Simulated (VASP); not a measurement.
# Si (a cell with a defect) in VASP: notebook

Runs on Si (a cell with a defect). Level: r2SCAN. Tasks: single point.

All numbers are computed with VASP 6.6.1; they aren't measurements. Logs are shortened: lines on timing, memory, paths and dates and some standing lists are left out, and cuts for length are marked.

## 1. The cell of the first run

The cell holds a defect, 17 atoms: a = 7.679 Å, b = 7.679 Å, c = 7.679 Å, α = 60.00°, β = 60.00°, γ = 60.00°.

## 2. Single point, r2SCAN

Input file POSCAR:

```
Si
1.0
    0.0000000000      5.4300000000      5.4300000000
    5.4300000000      0.0000000000      5.4300000000
    5.4300000000      5.4300000000      0.0000000000
Si
17
Direct
   -0.0091006446      0.0271094843     -0.0086842541
    0.1293406077      0.1263522099      0.1277122468
    0.0038889503     -0.0034845304      0.5000871087
    0.1291123389      0.1265202578      0.6172252302
    0.0079888582      0.5049636280      0.0038555249
    0.1142086556      0.6558578269      0.1154552486
    0.0074697053      0.5050693370      0.4841625230
    0.1345960405      0.6243065378      0.6208146409
    0.5012970534     -0.0066412523      0.0030412523
    0.6173921731      0.1215581031      0.1306993554
    0.5011087477     -0.0065339779      0.5027002762
    0.6301187845      0.1116620626      0.6292696133
    0.4823425414      0.5002093923      0.0087303867
    0.6225998158      0.6214307551      0.1329300184
    0.5059167587      0.4851294659      0.5046174954
    0.6224513812      0.6214878453      0.6234127072
    0.8585871087      0.4180710866      0.8622966851
```

Input file INCAR.step1:

```
SYSTEM = Si
  ALGO = Normal
  EDIFF = 1E-4
  ENCUT = 520
  GGA = PE
  ISMEAR = -1
  LASPH = .TRUE.
  LCHARG = .FALSE.
  LREAL = Auto
  LWAVE = .TRUE.
  NBANDS = 48
  NELM = 100
  PREC = Accurate
  SIGMA = 0.02
```

Input file INCAR.step2:

```
SYSTEM = Si
  ALGO = Normal
  EDIFF = 1E-6
  ENCUT = 520
  ISIF = 2
  ISMEAR = -1
  ISTART = 1
  LASPH = .TRUE.
  LCHARG = .FALSE.
  LMIXTAU = .TRUE.
  LREAL = Auto
  LWAVE = .FALSE.
  METAGGA = R2SCAN
  NBANDS = 48
  NELM = 100
  PREC = Accurate
  SIGMA = 0.02
```

Input file KPOINTS:

```
k-points
0
G
  2 2 2
  0 0 0
```

Potentials or basis: VASP PAW PBE potentials, release 64 (Si).

On the command line:

```bash
$ cat potpaw_PBE.64/Si/POTCAR > POTCAR
$ cp INCAR.step1 INCAR
$ mpirun -np 1 vasp_std > vasp.out
$ cp INCAR.step2 INCAR
$ mpirun -np 1 vasp_std > vasp.out
```

OUTCAR:

```text
SYSTEM = Si
   EDIFF = 1E-6
   ENCUT = 520
   ISIF = 2
   ISMEAR = -1
   ISTART = 1
   LASPH = .TRUE.
   LREAL = Auto
   METAGGA = R2SCAN
   NELM = 100
   PREC = Accurate

 ion  position               nearest neighbor table
   1  0.991  0.027  0.991-   6 2.33  10 2.35   4 2.35   2 2.35  17 2.45
   2  0.129  0.126  0.128-   9 2.33   3 2.34   1 2.35   5 2.37  17 2.92
   3  0.004  0.997  0.500-   8 2.33   4 2.34   2 2.34  12 2.34
   4  0.129  0.127  0.617-  11 2.33   3 2.34   1 2.35   7 2.37  17 2.92
   5  0.008  0.505  0.004-   6 2.32   2 2.37  17 2.38   8 2.40  14 2.42
   6  0.114  0.656  0.115-  13 2.32   7 2.32   5 2.32   1 2.33
   7  0.007  0.505  0.484-   6 2.32   4 2.37  17 2.39   8 2.40  16 2.42
   8  0.135  0.624  0.621-  15 2.33   3 2.33   7 2.40   5 2.40  17 2.63
   9  0.501  0.993  0.003-  14 2.33  10 2.33   2 2.33  12 2.34
  10  0.617  0.122  0.131-   9 2.33  11 2.33   1 2.35  13 2.37  17 2.93
  11  0.501  0.993  0.503-  16 2.33  10 2.33   4 2.33  12 2.34
  12  0.630  0.112  0.629-  15 2.34   9 2.34  11 2.34   3 2.34
  13  0.482  0.500  0.009-   6 2.32  10 2.37  17 2.38  16 2.42  14 2.42
  14  0.623  0.621  0.133-  15 2.33   9 2.33   5 2.42  13 2.42  17 2.59
  15  0.506  0.485  0.505-   8 2.33  14 2.33  16 2.33  12 2.34
  16  0.622  0.621  0.623-  15 2.33  11 2.33   7 2.42  13 2.42  17 2.59
  17  0.859  0.418  0.862-  13 2.38   5 2.38   7 2.39   1 2.45  14 2.59  16 2.59   8 2.63   2 2.92
                             4 2.92  10 2.93

  LATTYP: Found a face centered cubic cell.
 ALAT       =    10.8600000000

  Lattice vectors:

 A1 = (   0.0000000000,   5.4300000000,   5.4300000000)
 A2 = (   5.4300000000,   0.0000000000,   5.4300000000)
 A3 = (   5.4300000000,   5.4300000000,   0.0000000000)

Analysis of symmetry for initial positions (statically):
=====================================================================
 Subroutine PRICEL returns:
 Original cell was already a primitive cell.

 Routine SETGRP: Setting up the symmetry group for a
 face centered cubic supercell.

 Subroutine GETGRP returns: Found  1 space group operations
 (whereof  1 operations were pure point group operations)
 out of a pool of 48 trial point group operations.

The static configuration has the point symmetry C_1 .

Analysis of symmetry for dynamics (positions and initial velocities):
=====================================================================
 Subroutine PRICEL returns:
 Original cell was already a primitive cell.

[... 125 lines left out ...]
   NFREE  =      0    steps in history (QN), initial steepest desc. (CG)
   ISIF   =      2    stress and relaxation
   ISYM   =      2    0-nonsym 1-usesym 2-fastsym
   POTIM  = 0.5000    time-step for ionic-motion
   TEBEG  =    0.0;   TEEND  =   0.0 temperature during run
   PSTRESS=    0.0 pullay stress
   NELECT =      68.0000    total number of electrons
   NUPDOWN=      -1.0000    fix difference up-down
   EMIN   =  10.00;   EMAX   =-10.00  energy-range for DOS
   EFERMI =   0.00;   METHOD = LEGACY
   ISMEAR =    -1;   SIGMA  =   0.02  broadening in eV -4-tet -1-fermi 0-gaus
   EFERMI_NEDOS =   21; number of points for ismear=-14 and -15
   IALGO  =     38    algorithm
   IMIX   =      4    mixing-type and parameters
     AMIX     =   0.40;   BMIX     =  1.00
     AMIX_MAG =   1.60;   BMIX_MAG =  1.00
  volume/ion in A,a.u.               =      18.84       127.11
  Fermi-wavevector in a.u.,A,eV,Ry     =   0.976715  1.845724 12.979587  0.953973
  Thomas-Fermi vector in A             =   2.107356
   LORBIT       =      0    0 simple, 1 ext, 2 COOP (PROOUT), +10 PAW based schemes
   METAGGA = R2SCAN    functional components
   LHFCALC =     F    Hartree Fock is set to
   AEXX    =    0.0000 exact exchange contribution
   IVDW    =     0    specifies the selected vdW correction
   LEPSILON=     F    determine dielectric tensor
   LRPA    =     F    only Hartree local field effects (RPA)
 non-spin polarized calculation
  energy-cutoff  :      520.00
  volume of cell :      320.21
 maximum number of plane-waves:      8646
 NGX is ok and might be reduce to    60
   NGX = 29   NGY = 29   NGZ = 29

 number of electron      68.0000000 magnetization

 Free energy of the ion-electron system (eV)
  ---------------------------------------------------
  ext. energy  EPLUGINS =         0.00000000
  ---------------------------------------------------
  free energy    TOTEN  =      -144.43092698 eV

  energy without entropy =     -144.42118048  energy(sigma->0) =     -144.42605373

 E-fermi :   6.9500     XC(G=0): -10.1427

 val. band max:        6.8488197537   @ k =   0.0000   0.0000   0.0000
 cond. band min:       6.9535314476   @ k =   0.5000   0.5000   0.0000
 fundamental gap:      0.1047116939
 Fermi energy:         6.9500442543

 k-point     1 :       0.0000    0.0000    0.0000
  band No.  band energies     occupation
      1      -7.0339      2.00000
      2      -4.4044      2.00000
      3      -4.2168      2.00000
      4      -4.2150      2.00000
      5      -4.0949      2.00000
      6      -3.2648      2.00000
[... 381 lines left out ...]
     45      10.3909      0.00000
     46      10.5104      0.00000
 [bands above 46 left out]

------------------------ aborting loop because EDIFF is reached ----------------------------------------

  FORCE on cell =-STRESS in cart. coord.  units (eV):
  Direction    XX          YY          ZZ          XY          YZ          ZX
  --------------------------------------------------------------------------------------
  -------------------------------------------------------------------------------------
  Total        7.6091989      7.5683315      7.2547566      0.3541249      0.5087689     -0.4947309
  in kB       38.0732576     37.8687740     36.2997761      1.7718933      2.5456675     -2.4754270
  external PRESSURE =      37.4139359 kB  Pullay stress =       0.0000000 kB

 VOLUME and BASIS-vectors are now :
 -----------------------------------------------------------------------------
  energy-cutoff  :      520.00
  volume of cell :      320.21
      direct lattice vectors                 reciprocal lattice vectors
     0.000000000  5.430000000  5.430000000    -0.092081031  0.092081031  0.092081031
     5.430000000  0.000000000  5.430000000     0.092081031 -0.092081031  0.092081031
     5.430000000  5.430000000  0.000000000     0.092081031  0.092081031 -0.092081031

 POSITION                                       TOTAL-FORCE (eV/Angst)
 -----------------------------------------------------------------------------------
      5.53005     10.76343      5.52779        -0.079436      0.079548     -0.079852
      1.37957      1.39580      1.38841        -0.002302     -0.026870     -0.003156
      8.12655      2.73659      5.43220         0.017695     -0.017235      0.024549
      4.03854      4.05261      1.38809         0.026488      0.002083     -0.003945
      2.76289      0.06432      2.78533         0.013993     -0.083095     -0.033717
      4.18823      1.24707      4.18146        -0.049345      0.047929     -0.062213
[... 9 lines left out ...]
      6.75981      6.76504      6.75459         0.019824     -0.034818      0.018537
      6.95240      9.34440      6.93225        -0.193734      0.185116     -0.148252
 -----------------------------------------------------------------------------------
    total drift:                               -0.006723      0.010813     -0.003640

  FREE ENERGIE OF THE ION-ELECTRON SYSTEM (eV)
  ---------------------------------------------------
  free  energy   TOTEN  =      -144.4309269833 eV

  energy  without entropy=     -144.4211804756  energy(sigma->0) =     -144.42605373
```

OUTCAR.step1:

```text
SYSTEM = Si
   EDIFF = 1E-4
   ENCUT = 520
   GGA = PE
   ISMEAR = -1
   LASPH = .TRUE.
   LREAL = Auto
   NELM = 100
[... 644 lines left out ...]
      4.18823      1.24707      4.18146        -0.009943      0.009273     -0.024946
[... 9 lines left out ...]
      6.75981      6.76504      6.75459         0.006864     -0.071419      0.008167
      6.95240      9.34440      6.93225        -0.225716      0.215589     -0.170232
 -----------------------------------------------------------------------------------
    total drift:                               -0.006683      0.010640     -0.003566

  FREE ENERGIE OF THE ION-ELECTRON SYSTEM (eV)
  ---------------------------------------------------
  free  energy   TOTEN  =       -87.9186474431 eV

  energy  without entropy=      -87.9087751401  energy(sigma->0) =      -87.91371129
```

It took 12 min on 1 thread of Intel Xeon Platinum 8488C (Sapphire Rapids), shared host; peak memory 0.55 GiB.

Results:

- Free energy: -144.4309 eV
- Pressure: 3.7 GPa
- Largest force: 0.306 eV/Å
- Band gap on the k mesh: zero (bands 34 and 35 overlap by 0.12 eV)

Forces on the atoms (eV/Å):
```
Si  -0.079  0.080 -0.080
Si  -0.002 -0.027 -0.003
Si   0.018 -0.017  0.025
Si   0.026  0.002 -0.004
Si   0.014 -0.083 -0.034
Si  -0.049  0.048 -0.062
Si   0.081 -0.010 -0.032
Si   0.019 -0.019  0.020
Si   0.029 -0.018  0.027
Si   0.006 -0.005  0.046
Si   0.017 -0.029  0.028
Si   0.026 -0.025  0.029
Si   0.005  0.002  0.123
Si   0.034 -0.019  0.018
Si   0.030 -0.029  0.030
Si   0.020 -0.035  0.019
Si  -0.194  0.185 -0.148
```

Caveat: the k points lie up to 0.50 Å⁻¹ apart; the PAW data sets were made with another functional, which shifts forces and pressure a little.

## 3. Single point, r2SCAN

Input file POSCAR:

```
Si
1.0
    0.0000000000      5.4300000000      5.4300000000
    5.4300000000      0.0000000000      5.4300000000
    5.4300000000      5.4300000000      0.0000000000
Si
17
Direct
   -0.0180457643      0.0538560773     -0.0176054328
    0.1313447514      0.1279125230      0.1288907919
    0.0038657459     -0.0055414365      0.5010799263
    0.1311802947      0.1279819521      0.6124272560
    0.0195843462      0.5027720074      0.0053274401
    0.1095161142      0.6748962247      0.1082744936
    0.0187917127      0.5029012891      0.4734633517
    0.1352368324      0.6218817680      0.6217300184
    0.5023117864     -0.0101825046      0.0034650092
    0.6128912523      0.1193500000      0.1340487109
    0.5022061694     -0.0101420810      0.5048144567
    0.6311850829      0.1071813996      0.6309865562
    0.4688616022      0.4913192449      0.0196997238
    0.6244772560      0.6188768877      0.1317975138
    0.5072279006      0.4804091160      0.5063124309
    0.6244159300      0.6188266114      0.6252982505
    0.8331688766      0.4738931860      0.8471858195
```

Input file INCAR.step1:

```
SYSTEM = Si
  PREC = Accurate
  ENCUT = 520
  ISMEAR = -1
  SIGMA = 0.02
  LREAL = Auto
  LASPH = .TRUE.
  NELM = 60
  NBANDS = 48
  GGA = PE
  ALGO = Normal
  EDIFF = 1E-4
  LWAVE = .TRUE.
  LCHARG = .FALSE.
```

Input file INCAR.step2:

```
SYSTEM = Si
  PREC = Accurate
  ENCUT = 520
  EDIFF = 1E-7
  ISMEAR = -1
  SIGMA = 0.02
  LREAL = Auto
  LASPH = .TRUE.
  NELM = 60
  ALGO = Normal
  ISIF = 2
  LWAVE = .FALSE.
  LCHARG = .TRUE.
  METAGGA = R2SCAN
  LMIXTAU = .TRUE.
  LELF = .TRUE.
  LVHAR = .TRUE.
  NBANDS = 48
  ISTART = 1
```

Input file KPOINTS:

```
regular mesh
0
G
  2 2 2
  0 0 0
```

Potentials or basis: VASP PAW PBE potentials, release 64 (Si).

On the command line:

```bash
$ cat potpaw_PBE.64/Si/POTCAR > POTCAR
$ cp INCAR.step1 INCAR
$ mpirun -np 1 vasp_std > vasp.out
$ cp INCAR.step2 INCAR
$ mpirun -np 1 vasp_std > vasp.out
```

Run time: 13 min. Hardware: 1 thread of Intel Xeon Platinum 8488C (Sapphire Rapids), shared host; peak memory 0.55 GiB.

The run converged. Its results:

```yaml
Free_energy: -144.2018 eV
Pressure: 3.4 GPa
Largest_force: 0.027 eV/Å
Band_gap_on_the_k_mesh: zero (bands 34 and 35 overlap by 0.09 eV)
```

Forces in eV/Å, atoms in the order of the input:
```
Si   0.001  0.000 -0.001
Si  -0.001  0.001 -0.001
Si  -0.003  0.002 -0.004
Si   0.000  0.002  0.000
Si   0.014  0.007  0.007
Si  -0.014  0.012 -0.020
Si  -0.009 -0.010  0.011
Si   0.004 -0.004 -0.004
Si   0.000 -0.002  0.002
Si  -0.001  0.001 -0.002
Si   0.001  0.001  0.001
Si   0.001  0.000  0.004
Si   0.006 -0.002 -0.006
Si  -0.001  0.005  0.009
Si  -0.001  0.001  0.000
Si  -0.002  0.003  0.009
Si   0.006 -0.015 -0.006
```

Stress tensor (GPa, compression positive):
```
 3.41  0.30 -0.48
 0.30  3.38  0.49
-0.48  0.49  3.49
```

Levels at points of the mesh, in eV from the Fermi level:
```csv
k point,band 30,band 31,band 32,band 33,band 34,band 35,band 36,band 37,band 38,band 39
"(0.00, 0.00, 0.00)",-1.79,-1.18,-0.92,-0.86,-0.70,-0.11,0.04,0.25,0.26,0.71
"(0.50, 0.00, 0.00)",-1.72,-1.66,-1.62,-1.18,-0.04,0.07,0.80,0.95,1.08,1.50
"(0.00, 0.50, 0.00)",-1.72,-1.56,-1.54,-1.52,-0.25,0.33,0.58,1.19,1.23,1.35
"(0.00, 0.00, 0.50)",-1.74,-1.61,-1.60,-1.15,-0.14,0.08,0.80,1.02,1.08,1.49
"(0.50, 0.50, 0.50)",-1.74,-1.61,-1.60,-1.15,-0.13,0.07,0.80,1.02,1.08,1.49
"(0.50, 0.50, 0.00)",-2.22,-2.22,-1.99,-0.84,-0.01,0.44,1.34,1.51,1.53,2.03
"(0.00, 0.50, 0.50)",-2.22,-2.18,-2.04,-0.90,-0.01,0.43,1.36,1.44,1.55,2.07
"(0.50, 0.00, 0.50)",-2.22,-2.19,-2.04,-0.90,-0.01,0.44,1.36,1.44,1.55,2.07
```

Caveat: the k points lie up to 0.50 Å⁻¹ apart; the PAW data sets were made with another functional, which shifts forces and pressure a little.

The gap in the log of VASP goes by the Fermi energy; the results here count the filled bands.